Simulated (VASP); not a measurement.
Runs of VASP 6.6.1 on TiO2. The structure is that of space group I4_1/amd (No. 141), or close to it. The cells are those of the table. 

```tsv
task	cell	gap on the mesh (eV)	pressure (GPa)	largest force (eV/Å)
single point	a = 5.498 Å, angles 138.5, 138.5, 60.2°, 6 atoms	(a)	-15.2	0.07
electric field gradients	a = 5.419 Å, angles 140.4, 140.4, 57.2°, 6 atoms	(b)	9.9	0.06
single point	a = 5.384 Å, angles 139.4, 139.4, 58.7°, 6 atoms	2.13	4.8	0.43
single point	a = 5.440 Å, angles 139.4, 139.4, 58.7°, 6 atoms	2.07	-2.6	0.21
single point	a = 5.432 Å, angles 140.1, 140.1, 57.7°, 6 atoms	2.15	4.5	0.11
```

Alike in all rows: level LDA; potentials or basis VASP PAW LDA potentials, release 64 (Ti_sv, O); no spin polarisation; k mesh 13 × 13 × 13; cutoff (eV) 520; smearing fermi-dirac 0.08 eV.

Problem. Estimate the missing entries.

Solution. (a) 1.90; (b) 2.21.

Caveats: an odd mesh through Γ misses points on the zone boundary, where band edges can lie; the cell stands under pressure (at least some runs); the cell stands under tension (at least some runs).
